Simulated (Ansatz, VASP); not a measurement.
## One calculation of B2P3, two programs

Contents of INCAR:

```
ALGO = Normal
EDIFF = 1E-7
EDIFFG = -0.01
ENCUT = 600
GGA = PE
IBRION = 2
ISIF = 3
ISMEAR = 0
LASPH = True
LCHARG = False
LREAL = False
LWAVE = False
NELM = 80
NSW = 100
PREC = Accurate
SIGMA = 0.1
```

KPOINTS

```
k-points
0
Gamma
  12 12 4
```

Contents of POSCAR:

```
B2P3
1.0
    3.2720401671      0.0000000000      0.0000000000
   -1.6360200835      2.8336699069      0.0000000000
    0.0000000000      0.0000000000     13.5709732453
B P
4 6
Direct
    0.3333333333      0.6666666667      0.1846779449
    0.3333333333      0.6666666667      0.7616015421
    0.6666666667      0.3333333333      0.3767202605
    0.0000000000      0.0000000000      0.5693591595
    0.3333333333      0.6666666667      0.0404053765
    0.3333333333      0.6666666667      0.6170764812
    0.6666666667      0.3333333333      0.2318199888
    0.0000000000      0.0000000000      0.4244617153
    0.6666666667      0.3333333333      0.8106733878
    0.0000000000      0.0000000000      0.9552041433
```

Input for Ansatz:

```yaml
crystal:
  lattice:
    - [3.2720400529, 0.0, 0.0]
    - [-1.6360200265, 2.833669808, 0.0]
    - [0.0, 0.0, 13.5709735038]
  atoms:
    - { symbol: B, position: [0.3333333333, 0.6666666667, 0.1846779668] }
    - { symbol: B, position: [0.3333333333, 0.6666666667, 0.7616015268] }
    - { symbol: B, position: [0.6666666667, 0.3333333333, 0.3767202579] }
    - { symbol: B, position: [0.0, 0.0, 0.5693591561] }
    - { symbol: P, position: [0.3333333333, 0.6666666667, 0.0404053886] }
    - { symbol: P, position: [0.3333333333, 0.6666666667, 0.6170764736] }
    - { symbol: P, position: [0.6666666667, 0.3333333333, 0.2318199997] }
    - { symbol: P, position: [0.0, 0.0, 0.4244617105] }
    - { symbol: P, position: [0.6666666667, 0.3333333333, 0.8106733681] }
    - { symbol: P, position: [0.0, 0.0, 0.9552041519] }
basis:
  ecutwfc: 420
kpoints:
  mp_grid: { grid: [12, 12, 4] }
hamiltonian:
  xc: pbe
scf:
  occupations: { method: gaussian, width: 0.1 }
output:
  forces: true
  stress: true
  eigenvalues: true
relax:
  adjacent_minimum: "off"
  f_tol: 0.01
  max_steps: 80
  cell: { stress_tol: 0.05 }
```

Alike in both runs: task relaxation of cell and atoms; functional PBE; k mesh 12 × 12 × 4; occupations gaussian, width 0.1 eV; no spin polarisation.

|  | VASP | Ansatz |
| --- | --- | --- |
| version | VASP 6.6.1 | Ansatz 0.2.0 |
| potentials or method | VASP PAW PBE potentials, release 64 (B, P), cutoff 600 eV | scalar-relativistic, plane waves, PAW |
| valence electrons in the cell | 42 | 42 |

```tsv
	VASP	Ansatz	Ansatz less VASP
gap on the k mesh at the Fermi level, each at its own relaxed structure (eV)	none	none	-
relaxed volume (Å³/atom)	12.56	12.58	+0.017
relaxed length of the cell vector where the two differ most in proportion (Å)	3.259	3.260	+0.0016
```

A gap of «none» marks a metal or a gap that the smearing closes.
